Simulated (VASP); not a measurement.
A run of VASP 6.6.1 is set up as follows.

Contents of INCAR:

```
SYSTEM = MoS2
ALGO = Normal
EDIFF = 1E-7
ENCUT = 520
GGA = PE
ISIF = 2
ISMEAR = -1
LASPH = .TRUE.
LCHARG = .FALSE.
LREAL = .FALSE.
LWAVE = .FALSE.
NBANDS = 20
NELM = 100
PREC = Accurate
SIGMA = 0.05
```

Contents of KPOINTS:

```
k-points
0
G
  13 13 13
  0 0 0
```

File POSCAR:

```
MoS2
1.0
    1.5815003568      0.9130796567      5.9396301000
   -1.5815003568      0.9130796567      5.9396301000
    0.0000000000     -1.8261593134      5.9396301000
Mo S
1 2
Direct
    0.0000000000      0.0000000000      0.0000000000
    0.7484000000      0.7484000000      0.7484000000
    0.5849000000      0.5849000000      0.5849000000
```

Potentials or basis: VASP PAW PBE potentials, release 64 (Mo_sv, S).

Launch:

```sh
$ cat potpaw_PBE.64/Mo_sv/POTCAR potpaw_PBE.64/S/POTCAR > POTCAR
$ mpirun -np 1 vasp_std > vasp.out
```

(1) Estimate the pressure.

(2) Estimate the largest force.

(3) Predict the band gap on the k mesh.

## Answers

(1) 15.1 GPa.

(2) 2.289 eV/Å.

(3) 0.34 eV, indirect (least direct gap 1.75 eV).

Caveat: the cell differs from its parent crystal (zz strain of -3 %); forces of over 1 eV/Å act on the atoms, so gaps and moduli don't describe the material at rest.
